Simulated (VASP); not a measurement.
# MgO (P6_3mc) in VASP: notebook

Runs on MgO. Level: PBEsol. Tasks: single point.

All numbers are computed with VASP 6.6.1; they aren't measurements. Logs are shortened: lines on timing, memory, paths and dates and some standing lists are left out, and cuts for length are marked.

## (1) The cell of the first run

Symmetry: P6_3mc, No. 186, hexagonal system. Conventional cell: a = 3.261 Å, b = 3.261 Å, c = 5.152 Å, α = 90.00°, β = 90.00°, γ = 120.00°. Mg (site symmetry 3m) has 4 O at 1.86 to 2.01 Å within 2.5 Å. Within 2.5 Å of O (site symmetry 3m) lie 4 Mg at 1.86 to 2.01 Å.

## (2) Single point, PBEsol (c/a of the conventional cell at fixed volume 1.5802)

The input, INCAR:

```
SYSTEM = MgO
ALGO = Normal
EDIFF = 1E-6
ENCUT = 520
GGA = PS
ISIF = 2
ISMEAR = 0
LASPH = .TRUE.
LCHARG = .TRUE.
LELF = .TRUE.
LREAL = .FALSE.
LVHAR = .TRUE.
LWAVE = .FALSE.
NBANDS = 16
NELM = 100
PREC = Accurate
SIGMA = 0.05
```

The input, KPOINTS:

```
k-points
0
G
  9 9 6
  0 0 0
```

The input, POSCAR:

```
MgO
1.0
    3.2605657016      0.0000000000      0.0000000000
   -1.6302828508      2.8237327283      0.0000000000
    0.0000000000      0.0000000000      5.1523459217
Mg O
2 2
Direct
    0.3333333333      0.6666666667      0.0390610606
    0.6666666667      0.3333333333      0.5390610606
    0.3333333333      0.6666666667      0.4009416620
    0.6666666667      0.3333333333      0.9009416620
```

Potentials or basis: VASP PAW PBE potentials, release 64 (Mg, O).

On the command line:

```bash
> cat potpaw_PBE.64/Mg/POTCAR potpaw_PBE.64/O/POTCAR > POTCAR
> mpirun -np 1 vasp_std > vasp.out
```

OUTCAR:

```text
SYSTEM = MgO
   EDIFF = 1E-6
   ENCUT = 520
   GGA = PS
   ISIF = 2
   ISMEAR = 0
   LASPH = .TRUE.
   LREAL = .FALSE.
   NELM = 100
   PREC = Accurate

 ion  position               nearest neighbor table
   1  0.333  0.667  0.039-   3 1.86   4 2.01   4 2.01   4 2.01   2 3.19   2 3.19   2 3.19   2 3.19
                             2 3.19   2 3.19
   2  0.667  0.333  0.539-   4 1.86   3 2.01   3 2.01   3 2.01   1 3.19   1 3.19   1 3.19   1 3.19
                             1 3.19   1 3.19
   3  0.333  0.667  0.401-   1 1.86   2 2.01   2 2.01   2 2.01
   4  0.667  0.333  0.901-   2 1.86   1 2.01   1 2.01   1 2.01

  LATTYP: Found a hexagonal cell.
 ALAT       =     3.2605657016
 C/A-ratio  =     1.5802000000

  Lattice vectors:

 A1 = (   3.2605657016,   0.0000000000,   0.0000000000)
 A2 = (  -1.6302828508,   2.8237327283,   0.0000000000)
 A3 = (   0.0000000000,   0.0000000000,   5.1523459217)

Analysis of symmetry for initial positions (statically):
=====================================================================
 Subroutine PRICEL returns:
 Original cell was already a primitive cell.

 Routine SETGRP: Setting up the symmetry group for a
 hexagonal supercell.

 Subroutine GETGRP returns: Found 12 space group operations
 (whereof  6 operations were pure point group operations)
 out of a pool of 24 trial point group operations.

The static configuration has the point symmetry C_3v.
 The point group associated with its full space group is C_6v.

Analysis of symmetry for dynamics (positions and initial velocities):
=====================================================================
 Subroutine PRICEL returns:
 Original cell was already a primitive cell.

 Routine SETGRP: Setting up the symmetry group for a
 hexagonal supercell.

 Subroutine GETGRP returns: Found 12 space group operations
 (whereof  6 operations were pure point group operations)
 out of a pool of 24 trial point group operations.

The dynamic configuration has the point symmetry C_3v.
 The point group associated with its full space group is C_6v.

 Subroutine INISYM returns: Found 12 space group operations
 (whereof  6 operations are pure point group operations),
 and found     1 'primitive' translations

----------------------------------------------------------------------------------------

                                     Primitive cell

  volume of cell :      47.4375

  direct lattice vectors                    reciprocal lattice vectors
     3.260565702  0.000000000  0.000000000     0.306695246  0.177070583  0.000000000
    -1.630282851  2.823732728  0.000000000     0.000000000  0.354141166  0.000000000
     0.000000000  0.000000000  5.152345922     0.000000000  0.000000000  0.194086347

  length of vectors
     3.260565702  3.260565702  5.152345922     0.354141166  0.354141166  0.194086347

  position of ions in fractional coordinates (direct lattice)
     0.333333333  0.666666667  0.039061061
     0.666666667  0.333333333  0.539061061
     0.333333333  0.666666667  0.400941662
     0.666666667  0.333333333  0.900941662

  ion indices of the primitive-cell ions
   primitive index   ion index
                 1           1
                 2           2
                 3           3
                 4           4

----------------------------------------------------------------------------------------

 KPOINTS: k-points

Automatic generation of k-mesh.
 Grid dimensions read from file:
 generate k-points for:    9    9    6

 Generating k-lattice:

  Cartesian coordinates                     Fractional coordinates (reciprocal lattice)
     0.034077250  0.019674509  0.000000000     0.111111111  0.000000000  0.000000000
     0.000000000  0.039349018  0.000000000     0.000000000  0.111111111  0.000000000
     0.000000000  0.000000000  0.032347725     0.000000000  0.000000000  0.166666667

  Length of vectors
     0.039349018  0.039349018  0.032347725

  Shift w.r.t. Gamma in fractional coordinates (k-lattice)
     0.000000000  0.000000000  0.000000000

 Subroutine IBZKPT returns following result:
 ===========================================

 Found     48 irreducible k-points:

 Following reciprocal coordinates:
            Coordinates               Weight
  0.000000  0.000000  0.000000      1.000000
  0.111111  0.000000  0.000000      6.000000
  0.222222  0.000000  0.000000      6.000000
  0.333333  0.000000  0.000000      6.000000
  0.444444  0.000000  0.000000      6.000000
  0.111111  0.111111  0.000000      6.000000
[... 16 lines left out ...]
  0.333333  0.222222  0.166667     24.000000
  0.333333  0.333333  0.166667      4.000000
 [... further k-points ...]
   k-points           NKPTS =     48   k-points in BZ     NKDIM =     48   number of bands    NBANDS=     16
   number of dos      NEDOS =    301   number of ions     NIONS =      4
   total plane-waves  NPLWV =  23040
   dimension x,y,z NGX =    24 NGY =   24 NGZ =   40
   dimension x,y,z NGXF=    48 NGYF=   48 NGZF=   80
   ions per type =               2   2
   NGX,Y,Z   is equivalent  to a cutoff of  12.24, 12.24, 12.91 a.u.
   NGXF,Y,Z  is equivalent  to a cutoff of  24.47, 24.47, 25.81 a.u.
 SYSTEM =  MgO
   PREC   = accura    normal or accurate (medium, high low for compatibility)
   ISTART =      0    job   : 0-new  1-cont  2-samecut
   ICHARG =      2    charge: 1-file 2-atom 10-const
   ISPIN  =      1    spin polarized calculation?
   LNONCOLLINEAR =      F non collinear calculations
   LSORBIT =      F    spin-orbit coupling
   LASPH  =      T    aspherical Exc in radial PAW
   ENCUT  =  520.0 eV  38.22 Ry    6.18 a.u.   6.06  6.06  9.58*2*pi/ulx,y,z
   NELM   =    100;   NELMIN=  2; NELMDL= -5     # of ELM steps
   EDIFF  = 0.1E-05   stopping-criterion for ELM
   LREAL  =      F    real-space projection
   EDIFFG = 0.1E-04   stopping-criterion for IOM
   NSW    =      0    number of steps for IOM
   IBRION =     -1    ionic relax: 0-MD 1-quasi-New 2-CG
   NFREE  =      0    steps in history (QN), initial steepest desc. (CG)
   ISIF   =      2    stress and relaxation
   ISYM   =      2    0-nonsym 1-usesym 2-fastsym
   POTIM  = 0.5000    time-step for ionic-motion
   TEBEG  =    0.0;   TEEND  =   0.0 temperature during run
   PSTRESS=    0.0 pullay stress
   NELECT =      16.0000    total number of electrons
   NUPDOWN=      -1.0000    fix difference up-down
   EMIN   =  10.00;   EMAX   =-10.00  energy-range for DOS
   EFERMI =   0.00;   METHOD = LEGACY
   ISMEAR =     0;   SIGMA  =   0.05  broadening in eV -4-tet -1-fermi 0-gaus
   EFERMI_NEDOS =   21; number of points for ismear=-14 and -15
   IALGO  =     38    algorithm
   IMIX   =      4    mixing-type and parameters
     AMIX     =   0.40;   BMIX     =  1.00
     AMIX_MAG =   1.60;   BMIX_MAG =  1.00
  volume/ion in A,a.u.               =      11.86        80.03
  Fermi-wavevector in a.u.,A,eV,Ry     =   1.139570  2.153475 17.668792  1.298620
  Thomas-Fermi vector in A             =   2.276273
   LORBIT       =      0    0 simple, 1 ext, 2 COOP (PROOUT), +10 PAW based schemes
   GGA     = PS    functional components
   LHFCALC =     F    Hartree Fock is set to
   AEXX    =    0.0000 exact exchange contribution
   IVDW    =     0    specifies the selected vdW correction
   LEPSILON=     F    determine dielectric tensor
   LRPA    =     F    only Hartree local field effects (RPA)
 non-spin polarized calculation
 Gauss-broadening in eV      SIGMA  =   0.05
  energy-cutoff  :      520.00
  volume of cell :       47.44
 maximum number of plane-waves:      1302
   NGX = 13   NGY = 13   NGZ = 19

 number of electron      16.0000014 magnetization

 Free energy of the ion-electron system (eV)
  ---------------------------------------------------
  ext. energy  EPLUGINS =         0.00000000
  ---------------------------------------------------
  free energy    TOTEN  =       -24.39008517 eV

  energy without entropy =      -24.39008517  energy(sigma->0) =      -24.39008517

 E-fermi :   0.9724     XC(G=0):  -9.9512

 val. band max:        0.6784297788   @ k =   0.0000   0.0000   0.0000
 cond. band min:       4.2963705756   @ k =   0.0000   0.0000   0.0000
 fundamental gap:      3.6179407968
 Fermi energy:         0.9723608393

 k-point     1 :       0.0000    0.0000    0.0000
  band No.  band energies     occupation
      1     -15.1849      2.00000
      2     -14.4354      2.00000
      3      -2.4120      2.00000
      4       0.4366      2.00000
      5       0.4366      2.00000
      6       0.6411      2.00000
[... 8 lines left out ...]
     15      17.7115      0.00000
     16      17.7115      0.00000

 k-point     2 :       0.1111    0.0000    0.0000
  band No.  band energies     occupation
      1     -15.1211      2.00000
      2     -14.4098      2.00000
      3      -2.2861      2.00000
      4       0.0723      2.00000
      5       0.2744      2.00000
      6       0.3489      2.00000
[... 8 lines left out ...]
     15      17.3384      0.00000
     16      17.5961      0.00000

 k-point     3 :       0.2222    0.0000    0.0000
  band No.  band energies     occupation
      1     -14.9488      2.00000
      2     -14.3492      2.00000
      3      -1.9335      2.00000
      4      -0.8198      2.00000
      5      -0.3409      2.00000
      6       0.1645      2.00000
[... 8 lines left out ...]
     15      16.1780      0.00000
     16      16.6357      0.00000

 k-point     4 :       0.3333    0.0000    0.0000
  band No.  band energies     occupation
      1     -14.7272      2.00000
      2     -14.2963      2.00000
      3      -1.6437      2.00000
      4      -1.4103      2.00000
      5      -0.9152      2.00000
      6      -0.0151      2.00000
[... 8 lines left out ...]
     15      15.5186      0.00000
     16      16.8036      0.00000
[... 324 lines left out ...]
 k-point    22 :       0.2222    0.2222    0.1667
  band No.  band energies     occupation
      1     -14.5956      2.00000
      2     -14.3041      2.00000
      3      -1.6538      2.00000
      4      -1.5207      2.00000
      5      -0.6081      2.00000
      6      -0.4178      2.00000
[... 8 lines left out ...]
     15      14.9045      0.00000
     16      17.3534      0.00000

 k-point    23 :       0.3333    0.2222    0.1667
  band No.  band energies     occupation
      1     -14.4491      2.00000
      2     -14.3065      2.00000
      3      -1.8424      2.00000
      4      -1.3565      2.00000
      5      -0.8704      2.00000
      6      -0.3504      2.00000
[... 8 lines left out ...]
     15      14.6403      0.00000
     16      17.2840      0.00000

 k-point    24 :       0.3333    0.3333    0.1667
  band No.  band energies     occupation
      1     -14.3529      2.00000
      2     -14.3529      2.00000
      3      -1.6445      2.00000
      4      -1.2197      2.00000
      5      -1.2197      2.00000
      6      -0.5161      2.00000
[... 8 lines left out ...]
     15      14.5629      0.00000
     16      18.0584      0.00000

 [... further k-points ...]
[... 5 lines left out ...]
  --------------------------------------------------------------------------------------
  -------------------------------------------------------------------------------------
  Total       -0.7782907     -0.7782907      3.2741108      0.0000000     -0.0000000      0.0000000
  in kB      -26.2863841    -26.2863841    110.5814808      0.0000000     -0.0000000      0.0000000
  external PRESSURE =      19.3362376 kB  Pullay stress =       0.0000000 kB

 VOLUME and BASIS-vectors are now :
 -----------------------------------------------------------------------------
  energy-cutoff  :      520.00
  volume of cell :       47.44
      direct lattice vectors                 reciprocal lattice vectors
     3.260565702  0.000000000  0.000000000     0.306695246  0.177070583  0.000000000
    -1.630282851  2.823732728  0.000000000     0.000000000  0.354141166  0.000000000
     0.000000000  0.000000000  5.152345922     0.000000000  0.000000000  0.194086347

 POSITION                                       TOTAL-FORCE (eV/Angst)
 -----------------------------------------------------------------------------------
     -0.00000      1.88249      0.20126        -0.000000     -0.000000     -1.371388
      1.63028      0.94124      2.77743         0.000000     -0.000000     -1.371388
     -0.00000      1.88249      2.06579         0.000000     -0.000000      1.371388
      1.63028      0.94124      4.64196        -0.000000      0.000000      1.371388
 -----------------------------------------------------------------------------------
    total drift:                               -0.000000      0.000000      0.000283

  FREE ENERGIE OF THE ION-ELECTRON SYSTEM (eV)
  ---------------------------------------------------
  free  energy   TOTEN  =       -24.3900851742 eV

  energy  without entropy=      -24.3900851742  energy(sigma->0) =      -24.39008517
```

Run time: 9.8 s. Hardware: 1 thread of Intel Xeon 6975P-C (Granite Rapids), shared host; peak memory 0.17 GiB.

What came out:

* Free energy: -24.3901 eV
* Pressure: 1.9 GPa
* Largest force: 1.371 eV/Å
* Band gap on the k mesh: 3.62 eV, direct

Forces in eV/Å, atoms in the order of the input:
```
Mg   0.000  0.000 -1.371
Mg   0.000  0.000 -1.371
O    0.000  0.000  1.371
O    0.000  0.000  1.371
```

Stress tensor (GPa, compression positive):
```
-2.63  0.00  0.00
 0.00 -2.63  0.00
 0.00  0.00 11.06
```

Caveat: the PAW data sets were made with another functional, which shifts forces and pressure a little. A k mesh can miss the band edges.

## (3) Single point, PBEsol (c/a of the conventional cell at fixed volume 1.5498)

The input, INCAR:

```
SYSTEM = MgO
ALGO     = Normal         ! electronic algorithm
EDIFF    = 1E-7           ! SCF threshold, eV
ENCUT    = 520            ! plane-wave cutoff, eV
GGA      = PS             ! functional
ISIF     = 2              ! what is computed and relaxed
ISMEAR   = 0              ! smearing method
LASPH    = .TRUE.         ! aspherical terms in the spheres
LCHARG   = .TRUE.         ! write CHGCAR
LELF     = .TRUE.         ! ELF
LREAL    = .FALSE.        ! projectors in reciprocal space
LVHAR    = .TRUE.       
LWAVE    = .FALSE.        ! write WAVECAR
NBANDS   = 16             ! bands
NELM     = 60             ! most SCF steps
PREC     = Accurate       ! precision mode
SIGMA    = 0.05           ! smearing width, eV
```

KPOINTS is that of step 2.

The input, POSCAR:

```
MgO
1.0
    3.2817469438      0.0000000000      0.0000000000
   -1.6408734719      2.8420762221      0.0000000000
    0.0000000000      0.0000000000      5.0860514134
Mg O
2 2
Direct
    0.3333333333      0.6666666667      0.0272667940
    0.6666666667      0.3333333333      0.5272667940
    0.3333333333      0.6666666667      0.4009416620
    0.6666666667      0.3333333333      0.9009416620
```

Potentials or basis: VASP PAW PBE potentials, release 64 (Mg, O).

On the command line:

```bash
> cat potpaw_PBE.64/Mg/POTCAR potpaw_PBE.64/O/POTCAR > POTCAR
> mpirun -np 1 vasp_std > vasp.out
```

Wall time 11 s (1 thread of Intel Xeon 6975P-C (Granite Rapids), shared host); peak memory 0.17 GiB.

Results (log left out):

```yaml
Free_energy: -24.4781 eV
Pressure: 1.1 GPa
Largest_force: 0.858 eV/Å
Band_gap_on_the_k_mesh: 3.55 eV, direct
```

Forces on the atoms (eV/Å):
```
Mg   0.000  0.000 -0.858
Mg   0.000  0.000 -0.858
O    0.000  0.000  0.858
O    0.000  0.000  0.858
```

Stress tensor (GPa, compression positive):
```
-2.28  0.00  0.00
 0.00 -2.28  0.00
 0.00  0.00  7.73
```

Levels at points of the mesh, in eV from the valence-band top:
| k point | band 5 | band 6 | band 7 | band 8 | band 9 | band 10 | band 11 | band 12 |
| --- | --- | --- | --- | --- | --- | --- | --- | --- |
| (0.00, 0.00, 0.00) | -0.41 | -0.13 | -0.13 | 0.00 | 3.55 | 8.41 | 10.16 | 14.34 |
| (0.00, 0.00, 0.50) | -0.27 | -0.27 | -0.27 | -0.27 | 5.94 | 5.94 | 13.08 | 13.08 |

Caveat: the PAW data sets were made with another functional, which shifts forces and pressure a little.

[end of part 1 of 2]
